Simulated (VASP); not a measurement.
Input of a VASP 6.6.1 run:

Contents of POSCAR:

```
SiC
1.0
    3.0775550330      0.0000000000      0.0000000000
   -1.5387775165      2.6652408402      0.0000000000
    0.0000000000      0.0000000000     10.0767227861
Si C
4 4
Direct
    0.0000000000      0.0000000000     -0.0001405667
    0.3333333333      0.6666666667      0.2499083817
    0.0000000000      0.0000000000      0.4998594333
    0.6666666667      0.3333333333      0.7499083817
    0.0000000000      0.0000000000      0.1872833963
    0.3333333333      0.6666666667      0.4379487887
    0.0000000000      0.0000000000      0.6872833963
    0.6666666667      0.3333333333      0.9379487887
```

INCAR.step1

```
  ALGO = Normal
  EDIFF = 1E-4
  ENCUT = 520
  GGA = PE
  ISMEAR = 0
  LASPH = True
  LCHARG = False
  LREAL = False
  LWAVE = True
  NBANDS = 26
  NELM = 80
  PREC = Accurate
  SIGMA = 0.01
```

File INCAR.step2:

```
  ALGO = Normal
  EDIFF = 1E-7
  ENCUT = 520
  ISIF = 2
  ISMEAR = 0
  ISTART = 1
  LASPH = True
  LCHARG = False
  LMIXTAU = True
  LREAL = False
  LWAVE = False
  METAGGA = R2SCAN
  NBANDS = 26
  NELM = 80
  PREC = Accurate
  SIGMA = 0.01
```

The input KPOINTS:

```
k-points
0
Gamma
  12 12 4
```

Potentials or basis: VASP PAW PBE potentials, release 64 (Si, C).

Launch:

```bash
$ cat potpaw_PBE.64/Si/POTCAR potpaw_PBE.64/C/POTCAR > POTCAR
$ cp INCAR.step1 INCAR
$ mpirun -np 1 vasp_std > vasp.out
$ cp INCAR.step2 INCAR
$ mpirun -np 1 vasp_std > vasp.out
```

Q: Predict the band gap on the k mesh.

A: 2.61 eV, indirect (least direct gap 3.79 eV).

Q: What does it give for the pressure?

A: -0.2 GPa.

Caveat: the PAW data sets were made with another functional, which shifts forces and pressure a little. r2SCAN opens gaps a little over a GGA but as a rule still falls short of measured ones.
